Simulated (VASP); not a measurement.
# InAs3 (Fm-3m) in VASP: further runs

InAs3 is run at these levels: PBE; tasks: single point.

Everything below comes from runs of VASP 6.6.1. Logs are shortened: lines on timing, memory, paths and dates and some standing lists are left out, and cuts for length are marked.

**1. The cell of the first run**

The structure is cubic, space group Fm-3m (No. 225). The conventional cell has a = 6.928 Å, b = 6.928 Å, c = 6.928 Å, α = 90.00°, β = 90.00°, γ = 90.00°. In (site symmetry m-3m) has 14 As at 3.00 to 3.46 Å within 3.9 Å. Within 3.9 Å of As (site symmetry -43m) lie 4 In at 3.00 Å and 10 As at 3.00 to 3.46 Å. As (site symmetry m-3m) has 8 As at 3.00 Å and 6 In at 3.46 Å within 3.9 Å.

**2. Single point, PBE (Sb replaced by As, lengths x 0.936, strained)**

Contents of INCAR:

```
SYSTEM = InAs3
  PREC = Accurate
  ENCUT = 520
  EDIFF = 1E-6
  ISMEAR = 0
  SIGMA = 0.1
  LREAL = .False.
  LASPH = .True.
  NELM = 80
  ALGO = Normal
  ISIF = 2
  LWAVE = .False.
  LCHARG = .True.
  GGA = PE
  LELF = .True.
  LVHAR = .True.
  NBANDS = 22
```

Contents of KPOINTS:

```
regular mesh
0
Gamma
  4 4 4
  0 0 0
```

Contents of POSCAR:

```
InAs3
1.0
    0.0000000000      3.4640910064      3.4640910064
    3.4640910064      0.0000000000      3.4640910064
    3.4640910064      3.4640910064      0.0000000000
In As
1 3
Direct
    0.0000000000      0.0000000000      0.0000000000
    0.2500000000      0.2500000000      0.2500000000
    0.7500000000      0.7500000000      0.7500000000
    0.5000000000      0.5000000000      0.5000000000
```

Potentials or basis: VASP PAW PBE potentials, release 64 (In_d, As).

Command:

```console
cat potpaw_PBE.64/In_d/POTCAR potpaw_PBE.64/As/POTCAR > POTCAR
mpirun -np 1 vasp_std > vasp.out
```

OUTCAR:

```text
SYSTEM = InAs3
   PREC = Accurate
   ENCUT = 520
   EDIFF = 1E-6
   ISMEAR = 0
   LREAL = .False.
   LASPH = .True.
   NELM = 80
   ISIF = 2
   GGA = PE

 ion  position               nearest neighbor table
   1  0.000  0.000  0.000-   3 3.00   3 3.00   3 3.00   2 3.00   3 3.00   2 3.00   2 3.00   2 3.00
                             4 3.46   4 3.46   4 3.46   4 3.46   4 3.46   4 3.46
   2  0.250  0.250  0.250-   1 3.00   1 3.00   1 3.00   1 3.00
   3  0.750  0.750  0.750-   1 3.00   1 3.00   1 3.00   1 3.00
   4  0.500  0.500  0.500-   1 3.46   1 3.46   1 3.46   1 3.46   1 3.46   1 3.46

  LATTYP: Found a face centered cubic cell.
 ALAT       =     6.9281820128

  Lattice vectors:

 A1 = (   0.0000000000,   3.4640910064,   3.4640910064)
 A2 = (   3.4640910064,   0.0000000000,   3.4640910064)
 A3 = (   3.4640910064,   3.4640910064,   0.0000000000)

Analysis of symmetry for initial positions (statically):
=====================================================================
 Subroutine PRICEL returns:
 Original cell was already a primitive cell.

 Routine SETGRP: Setting up the symmetry group for a
 face centered cubic supercell.

 Subroutine GETGRP returns: Found 48 space group operations
 (whereof 48 operations were pure point group operations)
 out of a pool of 48 trial point group operations.

The static configuration has the point symmetry O_h .

Analysis of symmetry for dynamics (positions and initial velocities):
=====================================================================
 Subroutine PRICEL returns:
 Original cell was already a primitive cell.

 Routine SETGRP: Setting up the symmetry group for a
 face centered cubic supercell.

 Subroutine GETGRP returns: Found 48 space group operations
 (whereof 48 operations were pure point group operations)
 out of a pool of 48 trial point group operations.

The dynamic configuration has the point symmetry O_h .

 Subroutine INISYM returns: Found 48 space group operations
 (whereof 48 operations are pure point group operations),
 and found     1 'primitive' translations

----------------------------------------------------------------------------------------

                                     Primitive cell

  volume of cell :      83.1377

  direct lattice vectors                    reciprocal lattice vectors
     0.000000000  3.464091006  3.464091006    -0.144338009  0.144338009  0.144338009
     3.464091006  0.000000000  3.464091006     0.144338009 -0.144338009  0.144338009
     3.464091006  3.464091006  0.000000000     0.144338009  0.144338009 -0.144338009

  length of vectors
     4.898964483  4.898964483  4.898964483     0.250000766  0.250000766  0.250000766

  position of ions in fractional coordinates (direct lattice)
     0.000000000  0.000000000  0.000000000
     0.250000000  0.250000000  0.250000000
     0.750000000  0.750000000  0.750000000
     0.500000000  0.500000000  0.500000000

  ion indices of the primitive-cell ions
   primitive index   ion index
                 1           1
                 2           2
                 3           3
                 4           4

----------------------------------------------------------------------------------------

 KPOINTS: regular mesh

Automatic generation of k-mesh.
 Grid dimensions read from file:
 generate k-points for:    4    4    4

 Generating k-lattice:

  Cartesian coordinates                     Fractional coordinates (reciprocal lattice)
    -0.036084502  0.036084502  0.036084502     0.250000000  0.000000000  0.000000000
     0.036084502 -0.036084502  0.036084502     0.000000000  0.250000000  0.000000000
     0.036084502  0.036084502 -0.036084502     0.000000000  0.000000000  0.250000000

  Length of vectors
     0.062500191  0.062500191  0.062500191

  Shift w.r.t. Gamma in fractional coordinates (k-lattice)
     0.000000000  0.000000000  0.000000000

 Subroutine IBZKPT returns following result:
 ===========================================

 Found      8 irreducible k-points:

 Following reciprocal coordinates:
            Coordinates               Weight
  0.000000  0.000000  0.000000      1.000000
  0.250000  0.000000  0.000000      8.000000
  0.500000  0.000000  0.000000      4.000000
  0.250000  0.250000  0.000000      6.000000
  0.500000  0.250000  0.000000     24.000000
 -0.250000  0.250000  0.000000     12.000000
  0.500000  0.500000  0.000000      3.000000
 -0.250000  0.500000  0.250000      6.000000
   k-points           NKPTS =      8   k-points in BZ     NKDIM =      8   number of bands    NBANDS=     22
   number of dos      NEDOS =    301   number of ions     NIONS =      4
   total plane-waves  NPLWV =  46656
   dimension x,y,z NGX =    36 NGY =   36 NGZ =   36
   dimension x,y,z NGXF=    72 NGYF=   72 NGZF=   72
   ions per type =               1   3
   NGX,Y,Z   is equivalent  to a cutoff of  12.22, 12.22, 12.22 a.u.
   NGXF,Y,Z  is equivalent  to a cutoff of  24.43, 24.43, 24.43 a.u.
 SYSTEM =  InAs3
   PREC   = accura    normal or accurate (medium, high low for compatibility)
   ISTART =      0    job   : 0-new  1-cont  2-samecut
   ICHARG =      2    charge: 1-file 2-atom 10-const
   ISPIN  =      1    spin polarized calculation?
   LNONCOLLINEAR =      F non collinear calculations
   LSORBIT =      F    spin-orbit coupling
   LASPH  =      T    aspherical Exc in radial PAW
   ENCUT  =  520.0 eV  38.22 Ry    6.18 a.u.   9.11  9.11  9.11*2*pi/ulx,y,z
   NELM   =     80;   NELMIN=  2; NELMDL= -5     # of ELM steps
   EDIFF  = 0.1E-05   stopping-criterion for ELM
   LREAL  =      F    real-space projection
   EDIFFG = 0.1E-04   stopping-criterion for IOM
   NSW    =      0    number of steps for IOM
   IBRION =     -1    ionic relax: 0-MD 1-quasi-New 2-CG
   NFREE  =      0    steps in history (QN), initial steepest desc. (CG)
   ISIF   =      2    stress and relaxation
   ISYM   =      2    0-nonsym 1-usesym 2-fastsym
   POTIM  = 0.5000    time-step for ionic-motion
   TEBEG  =    0.0;   TEEND  =   0.0 temperature during run
   PSTRESS=    0.0 pullay stress
   NELECT =      28.0000    total number of electrons
   NUPDOWN=      -1.0000    fix difference up-down
   EMIN   =  10.00;   EMAX   =-10.00  energy-range for DOS
   EFERMI =   0.00;   METHOD = LEGACY
   ISMEAR =     0;   SIGMA  =   0.10  broadening in eV -4-tet -1-fermi 0-gaus
   EFERMI_NEDOS =   21; number of points for ismear=-14 and -15
   IALGO  =     38    algorithm
   IMIX   =      4    mixing-type and parameters
     AMIX     =   0.40;   BMIX     =  1.00
     AMIX_MAG =   1.60;   BMIX_MAG =  1.00
  volume/ion in A,a.u.               =      20.78       140.26
  Fermi-wavevector in a.u.,A,eV,Ry     =   1.139012  2.152420 17.651489  1.297348
  Thomas-Fermi vector in A             =   2.275716
   LORBIT       =      0    0 simple, 1 ext, 2 COOP (PROOUT), +10 PAW based schemes
   GGA     = PE    functional components
   LHFCALC =     F    Hartree Fock is set to
   AEXX    =    0.0000 exact exchange contribution
   IVDW    =     0    specifies the selected vdW correction
   LEPSILON=     F    determine dielectric tensor
   LRPA    =     F    only Hartree local field effects (RPA)
 non-spin polarized calculation
 Gauss-broadening in eV      SIGMA  =   0.10
  energy-cutoff  :      520.00
  volume of cell :       83.14
 maximum number of plane-waves:      2252
   NGX = 19   NGY = 19   NGZ = 19

 number of electron      28.0000004 magnetization

 Free energy of the ion-electron system (eV)
  ---------------------------------------------------
  ext. energy  EPLUGINS =         0.00000000
  ---------------------------------------------------
  free energy    TOTEN  =       -15.05328133 eV

  energy without entropy =      -15.01486058  energy(sigma->0) =      -15.03407096

 E-fermi :   6.6954     XC(G=0): -10.6349

 val. band max:        6.6648749863   @ k =   0.5000   0.5000   0.0000
 cond. band min:       6.7047267232   @ k =  -0.2500   0.2500   0.0000
 fundamental gap:      0.0398517369
 Fermi energy:         6.6954032732

 k-point     1 :       0.0000    0.0000    0.0000
  band No.  band energies     occupation
      1      -7.9121      2.00000
      2      -7.9121      2.00000
      3      -7.9121      2.00000
      4      -7.8557      2.00000
      5      -7.8557      2.00000
      6      -7.2232      2.00000
[... 14 lines left out ...]
     21      14.0465      0.00000
     22      14.0465      0.00000

 k-point     2 :       0.2500    0.0000    0.0000
  band No.  band energies     occupation
      1      -7.9406      2.00000
      2      -7.9049      2.00000
      3      -7.9049      2.00000
      4      -7.8572      2.00000
      5      -7.8572      2.00000
      6      -6.7088      2.00000
[... 14 lines left out ...]
     21      12.4257      0.00000
     22      13.4508      0.00000

 k-point     3 :       0.5000    0.0000    0.0000
  band No.  band energies     occupation
      1      -7.9730      2.00000
      2      -7.9000      2.00000
      3      -7.9000      2.00000
      4      -7.8563      2.00000
      5      -7.8563      2.00000
      6      -5.6262      2.00000
[... 14 lines left out ...]
     21      13.7345      0.00000
     22      16.4076      0.00000

 k-point     4 :       0.2500    0.2500    0.0000
  band No.  band energies     occupation
      1      -7.9513      2.00000
      2      -7.8971      2.00000
      3      -7.8971      2.00000
      4      -7.8748      2.00000
      5      -7.8517      2.00000
      6      -6.5367      2.00000
[... 14 lines left out ...]
     21      12.2808      0.00000
     22      12.2808      0.00000

 k-point     5 :       0.5000    0.2500    0.0000
  band No.  band energies     occupation
      1      -7.9639      2.00000
      2      -7.9097      2.00000
      3      -7.8897      2.00000
      4      -7.8820      2.00000
      5      -7.8530      2.00000
      6      -5.4420      2.00000
[... 14 lines left out ...]
     21      13.1711      0.00000
     22      14.2394      0.00000

 k-point     6 :      -0.2500    0.2500    0.0000
  band No.  band energies     occupation
      1      -7.9417      2.00000
      2      -7.9258      2.00000
      3      -7.8954      2.00000
      4      -7.8670      2.00000
      5      -7.8606      2.00000
      6      -5.8824      2.00000
[... 14 lines left out ...]
     21      12.8912      0.00000
     22      14.8958      0.00000

 k-point     7 :       0.5000    0.5000    0.0000
  band No.  band energies     occupation
      1      -7.9916      2.00000
      2      -7.9025      2.00000
      3      -7.8810      2.00000
      4      -7.8810      2.00000
      5      -7.8477      2.00000
      6      -4.8212      2.00000
[... 14 lines left out ...]
     21      13.0552      0.00000
     22      13.2656      0.00000

 k-point     8 :      -0.2500    0.5000    0.2500
  band No.  band energies     occupation
      1      -7.9420      2.00000
      2      -7.9420      2.00000
      3      -7.8887      2.00000
      4      -7.8810      2.00000
      5      -7.8552      2.00000
      6      -4.4245      2.00000
[... 14 lines left out ...]
     21      11.8797      0.00000
     22      15.7931      0.00000

------------------------ aborting loop because EDIFF is reached ----------------------------------------

  FORCE on cell =-STRESS in cart. coord.  units (eV):
  Direction    XX          YY          ZZ          XY          YZ          ZX
  --------------------------------------------------------------------------------------
  -------------------------------------------------------------------------------------
  Total       -0.4032506     -0.4032506     -0.4032506     -0.0000000      0.0000000      0.0000000
  in kB       -7.7711941     -7.7711941     -7.7711941     -0.0000000      0.0000000      0.0000000
  external PRESSURE =      -7.7711941 kB  Pullay stress =       0.0000000 kB

 VOLUME and BASIS-vectors are now :
 -----------------------------------------------------------------------------
  energy-cutoff  :      520.00
  volume of cell :       83.14
      direct lattice vectors                 reciprocal lattice vectors
     0.000000000  3.464091006  3.464091006    -0.144338009  0.144338009  0.144338009
     3.464091006  0.000000000  3.464091006     0.144338009 -0.144338009  0.144338009
     3.464091006  3.464091006  0.000000000     0.144338009  0.144338009 -0.144338009

 POSITION                                       TOTAL-FORCE (eV/Angst)
 -----------------------------------------------------------------------------------
      0.00000      0.00000      0.00000         0.000000     -0.000000      0.000000
      1.73205      1.73205      1.73205         0.000000      0.000000      0.000000
      5.19614      5.19614      5.19614        -0.000000     -0.000000     -0.000000
      3.46409      3.46409      3.46409         0.000000     -0.000000      0.000000
 -----------------------------------------------------------------------------------
    total drift:                               -0.000000      0.000000      0.000000

  FREE ENERGIE OF THE ION-ELECTRON SYSTEM (eV)
  ---------------------------------------------------
  free  energy   TOTEN  =       -15.0532813290 eV

  energy  without entropy=      -15.0148605821  energy(sigma->0) =      -15.03407096
```

It took 31 s on 1 thread of Intel Xeon 8259CL, shared host; peak memory 0.2 GiB.

Results:

* Free energy: -15.0533 eV
* Pressure: -0.8 GPa
* Band gap on the k mesh: zero (band 14 reaches 7.77 eV, above the bottom of band 15 at 5.13 eV)

Caveat: the k points lie up to 0.39 Å⁻¹ apart; the cell differs from its parent crystal (Sb replaced by As, lengths x 0.936, strained); spin-orbit coupling is left out, which moves the levels of the heavy elements.

**3. Single point, PBE (Sb replaced by As, lengths x 0.936, strained)**

Contents of INCAR:

```
ALGO = Normal
EDIFF = 1E-6
ENCUT = 520
GGA = PE
ISIF = 2
ISMEAR = 0
LASPH = T
LCHARG = T
LELF = T
LREAL = F
LVHAR = T
LWAVE = F
NBANDS = 22
NELM = 80
PREC = Accurate
SIGMA = 0.1
```

Contents of KPOINTS:

```
k-points
0
Gamma
  4 4 4
```

Contents of POSCAR:

```
InAs3
1.0
    0.0000000000      3.6292100151      3.6292100151
    3.6292100151      0.0000000000      3.6292100151
    3.6292100151      3.6292100151      0.0000000000
In As
1 3
Direct
    0.0000000000      0.0000000000      0.0000000000
    0.2500000000      0.2500000000      0.2500000000
    0.7500000000      0.7500000000      0.7500000000
    0.5000000000      0.5000000000      0.5000000000
```

Potentials or basis: VASP PAW PBE potentials, release 64 (In_d, As).

Command:

```console
cat potpaw_PBE.64/In_d/POTCAR potpaw_PBE.64/As/POTCAR > POTCAR
mpirun -np 1 vasp_std > vasp.out
```

OUTCAR:

```text
EDIFF = 1E-6
   ENCUT = 520
   GGA = PE
   ISIF = 2
   ISMEAR = 0
   LASPH = T
   LREAL = F
   NELM = 80
   PREC = Accurate

 ion  position               nearest neighbor table
   1  0.000  0.000  0.000-   3 3.14   3 3.14   3 3.14   2 3.14   3 3.14   2 3.14   2 3.14   2 3.14

   2  0.250  0.250  0.250-   1 3.14   1 3.14   1 3.14   1 3.14
   3  0.750  0.750  0.750-   1 3.14   1 3.14   1 3.14   1 3.14
   4  0.500  0.500  0.500-

  LATTYP: Found a face centered cubic cell.
 ALAT       =     7.2584200302

  Lattice vectors:

 A1 = (   0.0000000000,   3.6292100151,   3.6292100151)
 A2 = (   3.6292100151,   0.0000000000,   3.6292100151)
 A3 = (   3.6292100151,   3.6292100151,   0.0000000000)

Analysis of symmetry for initial positions (statically):
=====================================================================
 Subroutine PRICEL returns:
 Original cell was already a primitive cell.

 Routine SETGRP: Setting up the symmetry group for a
[... 152 lines left out ...]
  free energy    TOTEN  =       -14.69888124 eV

  energy without entropy =      -14.66803379  energy(sigma->0) =      -14.68345751

 E-fermi :   5.2146     XC(G=0): -10.0096

 val. band max:        5.1394415691   @ k =  -0.2500   0.2500   0.0000
 cond. band min:       5.2220162376   @ k =  -0.2500   0.2500   0.0000
 fundamental gap:      0.0825746685
 Fermi energy:         5.2145968514

 k-point     1 :       0.0000    0.0000    0.0000
  band No.  band energies     occupation
      1      -9.3032      2.00000
      2      -9.3032      2.00000
      3      -9.3032      2.00000
      4      -9.2705      2.00000
      5      -9.2705      2.00000
      6      -7.7072      2.00000
[... 189 lines left out ...]
     21       9.9498      0.00000
     22      13.7664      0.00000

------------------------ aborting loop because EDIFF is reached ----------------------------------------

  FORCE on cell =-STRESS in cart. coord.  units (eV):
  Direction    XX          YY          ZZ          XY          YZ          ZX
  --------------------------------------------------------------------------------------
  -------------------------------------------------------------------------------------
  Total       -4.4186611     -4.4186611     -4.4186611     -0.0000000      0.0000000     -0.0000000
  in kB      -74.0516904    -74.0516904    -74.0516904     -0.0000000      0.0000000     -0.0000000
  external PRESSURE =     -74.0516904 kB  Pullay stress =       0.0000000 kB

 VOLUME and BASIS-vectors are now :
 -----------------------------------------------------------------------------
  energy-cutoff  :      520.00
  volume of cell :       95.60
      direct lattice vectors                 reciprocal lattice vectors
     0.000000000  3.629210015  3.629210015    -0.137771029  0.137771029  0.137771029
     3.629210015  0.000000000  3.629210015     0.137771029 -0.137771029  0.137771029
     3.629210015  3.629210015  0.000000000     0.137771029  0.137771029 -0.137771029

 POSITION                                       TOTAL-FORCE (eV/Angst)
 -----------------------------------------------------------------------------------
      0.00000      0.00000      0.00000         0.000000      0.000000      0.000000
      1.81461      1.81461      1.81461        -0.000000     -0.000000     -0.000000
      5.44382      5.44382      5.44382         0.000000      0.000000      0.000000
      3.62921      3.62921      3.62921         0.000000      0.000000      0.000000
 -----------------------------------------------------------------------------------
    total drift:                               -0.000000      0.000000      0.000000

  FREE ENERGIE OF THE ION-ELECTRON SYSTEM (eV)
  ---------------------------------------------------
  free  energy   TOTEN  =       -14.6988812401 eV

  energy  without entropy=      -14.6680337856  energy(sigma->0) =      -14.68345751
```

Run time: 40 s. Hardware: 1 thread of Intel Xeon 8259CL, shared host; peak memory 0.24 GiB.

What came out:

- Free energy: -14.6989 eV
- Pressure: -7.4 GPa
- Band gap on the k mesh: zero (band 14 reaches 6.12 eV, above the bottom of band 15 at 3.01 eV)

Caveat: the k points lie up to 0.37 Å⁻¹ apart; the cell differs from its parent crystal (Sb replaced by As, lengths x 0.936, strained); spin-orbit coupling is left out, which moves the levels of the heavy elements.

(Continued in part 2 of 2.)
